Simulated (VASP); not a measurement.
Set up this calculation in VASP 6.6.1, as the native input.

* Task: single point
* Functional: PBE
* Potentials or basis: VASP PAW PBE potentials, release 64 (Ti_sv)
* Cutoff: 520 eV
* k mesh: 18 × 18 × 10
* Occupations: gaussian, width 0.15 eV
* Spin: no spin polarisation
* Dipole correction: no
* Further INCAR settings: ALGO = Fast; EDIFF = 1e-06; NBANDS = 19

The structure of Ti lies in POSCAR:

```
Ti
1.0
    3.0827477641      0.0000000000      0.0000000000
   -1.5413738821      2.6697378772      0.0000000000
    0.0000000000      0.0000000000      4.6860000000
Ti
2
Direct
    0.3333333333      0.6666666667      0.2500000000
    0.6666666667      0.3333333333      0.7500000000
```

This cell differs from its parent crystal: strain +0.0450 x Voigt [1, 1, 0, 0, 0, 0].

These files were run (other wordings do the same):

INCAR

```
PREC = Accurate
ENCUT = 520
EDIFF = 1E-6
ISMEAR = 0
SIGMA = 0.15
LREAL = False
LASPH = True
NELM = 80
ALGO = Fast
ISIF = 2
LWAVE = False
LCHARG = False
GGA = PE
NBANDS = 19
```

KPOINTS

```
regular mesh
0
Gamma
  18 18 10
```

Potentials or basis: VASP PAW PBE potentials, release 64 (Ti_sv).

Command:

```console
$ cat potpaw_PBE.64/Ti_sv/POTCAR > POTCAR
$ mpirun -np 1 vasp_std > vasp.out
```

Results of the run:

```json
{
 "Pressure": "-9.6 GPa",
 "Band gap on the k mesh": "zero (band 12 reaches 7.98 eV, above the bottom of band 13 at 6.97 eV)"
}
```

Caveat: the cell differs from its parent crystal (strain +0.0450 x Voigt [1, 1, 0, 0, 0, 0]).

Run time: 4.1 min on 1 thread of AMD EPYC 9R45 96-Core Processor (Zen 5), with other jobs on the host, peak memory 0.22 GiB.
